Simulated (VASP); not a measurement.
# PbS (Cmcm) in VASP: further runs, part 2 of 2

VASP 6.6.1. The steps go on from the part before.

## Step 5: Single point, LDA

This run uses another cell than the first one, of 26.66 Å³/atom, 1.136 times its volume.

Contents of INCAR:

```
SYSTEM = PbS
  ALGO = Normal
  EDIFF = 1E-7
  ENCUT = 520
  ISIF = 2
  ISMEAR = 0
  LASPH = .TRUE.
  LCHARG = .FALSE.
  LREAL = .FALSE.
  LWAVE = .FALSE.
  NBANDS = 28
  NELM = 80
  PREC = Accurate
  SIGMA = 0.01
```

Contents of KPOINTS:

```
k-points
0
G
  6 6 6
  0 0 0
```

Contents of POSCAR:

```
PbS
1.0
    2.0799500000     -5.9913000000      0.0000000000
    2.0799500000      5.9913000000      0.0000000000
    0.0000000000      0.0000000000      4.2793200000
Pb S
2 2
Direct
    0.8694400000      0.1305600000      0.7500000000
    0.1305600000      0.8694400000      0.2500000000
    0.6452000000      0.3548000000      0.7500000000
    0.3548000000      0.6452000000      0.2500000000
```

Potentials or basis: VASP PAW LDA potentials, release 64 (Pb_d, S).

Command:

```sh
cat potpaw_LDA.64/Pb_d/POTCAR potpaw_LDA.64/S/POTCAR > POTCAR
mpirun -np 1 vasp_std > vasp.out
```

OUTCAR:

```text
SYSTEM = PbS
   EDIFF = 1E-7
   ENCUT = 520
   ISIF = 2
   ISMEAR = 0
   LASPH = .TRUE.
   LREAL = .FALSE.
   NELM = 80
   PREC = Accurate

 ion  position               nearest neighbor table
   1  0.869  0.131  0.750-   3 2.69   4 2.99   4 2.99   4 2.99   4 2.99   2 3.79   2 3.79   2 4.13
                             2 4.13   2 4.13   2 4.13
   2  0.131  0.869  0.250-   4 2.69   3 2.99   3 2.99   3 2.99   3 2.99   1 3.79   1 3.79   1 4.13
                             1 4.13   1 4.13   1 4.13
   3  0.645  0.355  0.750-   1 2.69   2 2.99   2 2.99   2 2.99   2 2.99
   4  0.355  0.645  0.250-   2 2.69   1 2.99   1 2.99   1 2.99   1 2.99

  LATTYP: Found a base centered orthorhombic cell.
 ALAT       =     4.1599000000
 B/A-ratio  =     2.8805019351
 C/A-ratio  =     1.0287074209

  Lattice vectors:

 A1 = (   2.0799500000,  -5.9913000000,   0.0000000000)
 A2 = (   2.0799500000,   5.9913000000,   0.0000000000)
 A3 = (   0.0000000000,   0.0000000000,   4.2793200000)

Analysis of symmetry for initial positions (statically):
=====================================================================
 Subroutine PRICEL returns:
 Original cell was already a primitive cell.

 Routine SETGRP: Setting up the symmetry group for a
 base centered orthorhombic supercell.
[... 176 lines left out ...]
 cond. band min:       5.7394819892   @ k =   0.5000   0.5000   0.0000
 fundamental gap:      1.0720648845
 Fermi energy:         4.7582947667

 k-point     1 :       0.0000    0.0000    0.0000
  band No.  band energies     occupation
      1     -11.6501      2.00000
      2     -11.5483      2.00000
      3     -11.5371      2.00000
      4     -11.5366      2.00000
      5     -11.5026      2.00000
      6     -11.5000      2.00000
[... 733 lines left out ...]
     27      11.8045      0.00000
     28      12.3535      0.00000

 [... further k-points ...]

------------------------ aborting loop because EDIFF is reached ----------------------------------------

  FORCE on cell =-STRESS in cart. coord.  units (eV):
  Direction    XX          YY          ZZ          XY          YZ          ZX
  --------------------------------------------------------------------------------------
  -------------------------------------------------------------------------------------
  Total       -2.3854613     -2.0268132     -2.5542726      0.0000000      0.0000000      0.0000000
  in kB      -35.8347377    -30.4470762    -38.3706453      0.0000000      0.0000000      0.0000000
  external PRESSURE =     -34.8841531 kB  Pullay stress =       0.0000000 kB

 VOLUME and BASIS-vectors are now :
 -----------------------------------------------------------------------------
  energy-cutoff  :      520.00
  volume of cell :      106.65
      direct lattice vectors                 reciprocal lattice vectors
     2.079950000 -5.991300000  0.000000000     0.240390394 -0.083454342  0.000000000
     2.079950000  5.991300000  0.000000000     0.240390394  0.083454342  0.000000000
     0.000000000  0.000000000  4.279320000     0.000000000  0.000000000  0.233681987

 POSITION                                       TOTAL-FORCE (eV/Angst)
 -----------------------------------------------------------------------------------
      2.07995     -4.42685      3.20949         0.000000      0.101293     -0.000000
      2.07995      4.42685      1.06983         0.000000     -0.101293      0.000000
      2.07995     -1.73987      3.20949         0.000000     -0.046233     -0.000000
      2.07995      1.73987      1.06983         0.000000      0.046233     -0.000000
 -----------------------------------------------------------------------------------
    total drift:                                0.000000     -0.000000      0.000000

  FREE ENERGIE OF THE ION-ELECTRON SYSTEM (eV)
  ---------------------------------------------------
  free  energy   TOTEN  =       -19.7775653341 eV

  energy  without entropy=      -19.7775653341  energy(sigma->0) =      -19.77756533
```

OSZICAR:

```text
N       E                     dE             d eps       ncg     rms          rms(c)
DAV:   1     0.417696761621E+03    0.41770E+03   -0.18953E+04  2912   0.153E+03
DAV:   2     0.274209524062E+02   -0.39028E+03   -0.37872E+03  2932   0.404E+02
DAV:   3    -0.184763697713E+02   -0.45897E+02   -0.44445E+02  3828   0.155E+02
DAV:   4    -0.206537471162E+02   -0.21774E+01   -0.21679E+01  3480   0.344E+01
DAV:   5    -0.207403411622E+02   -0.86594E-01   -0.86580E-01  3864   0.732E+00    0.631E+00
DAV:   6    -0.197930075143E+02    0.94733E+00   -0.24053E+00  4052   0.103E+01    0.409E+00
DAV:   7    -0.197880146870E+02    0.49928E-02   -0.38458E-01  3256   0.261E+00    0.254E+00
DAV:   8    -0.197822668081E+02    0.57479E-02   -0.69218E-02  4252   0.186E+00    0.788E-01
DAV:   9    -0.197774319039E+02    0.48349E-02   -0.20112E-02  4052   0.999E-01    0.113E-01
DAV:  10    -0.197775664125E+02   -0.13451E-03   -0.13676E-03  3316   0.200E-01    0.397E-02
DAV:  11    -0.197775688566E+02   -0.24441E-05   -0.80434E-05  3960   0.573E-02    0.185E-02
DAV:  12    -0.197775659913E+02    0.28653E-05   -0.19318E-05  3688   0.209E-02    0.154E-02
DAV:  13    -0.197775655681E+02    0.42315E-06   -0.21027E-06  3820   0.900E-03    0.112E-02
DAV:  14    -0.197775654153E+02    0.15286E-06   -0.23513E-07  2480   0.350E-03    0.378E-03
DAV:  15    -0.197775653341E+02    0.81187E-07   -0.17624E-07  2040   0.272E-03
   1 F= -.19777565E+02 E0= -.19777565E+02  d E =-.709101E-40
```

It took 2.5 min on 1 thread of AMD EPYC 7R13 (Zen 3), shared host; peak memory 0.25 GiB.

What came out:

* Free energy: -19.7776 eV
* Pressure: -3.5 GPa
* Largest force: 0.101 eV/Å
* Band gap on the k mesh: 1.07 eV, indirect (least direct gap 1.28 eV)

Forces in eV/Å, atoms in the order of the input:
```
Pb   0.000  0.101  0.000
Pb   0.000 -0.101  0.000
S    0.000 -0.046  0.000
S    0.000  0.046  0.000
```

Caveat: spin-orbit coupling is left out, which moves the levels of the heavy elements.

## Step 6: Overview

```csv
cell,gap on the mesh (eV),pressure (GPa),largest force (eV/Å)
"a = 6.078, b = 6.078, c = 4.101 Å, angles 90.0, 90.0, 141.7°, 4 atoms",0.75,4.7,0.79
"a = 6.168, b = 6.168, c = 4.162 Å, angles 90.0, 90.0, 141.7°, 4 atoms",0.87,1.3,0.45
"a = 6.256, b = 6.256, c = 4.221 Å, angles 90.0, 90.0, 141.7°, 4 atoms",0.98,-1.4,0.15
"a = 6.342, b = 6.342, c = 4.279 Å, angles 90.0, 90.0, 141.7°, 4 atoms",1.07,-3.5,0.10
```

Alike in all rows: task single point; level LDA; potentials or basis VASP PAW LDA potentials, release 64 (Pb_d, S); no spin polarisation; k mesh 6 × 6 × 6; cutoff (eV) 520; smearing gaussian 0.01 eV.

Caveats: spin-orbit coupling is left out, which moves the levels of the heavy elements.

Absolute energies hang on the potentials; compare differences alone.
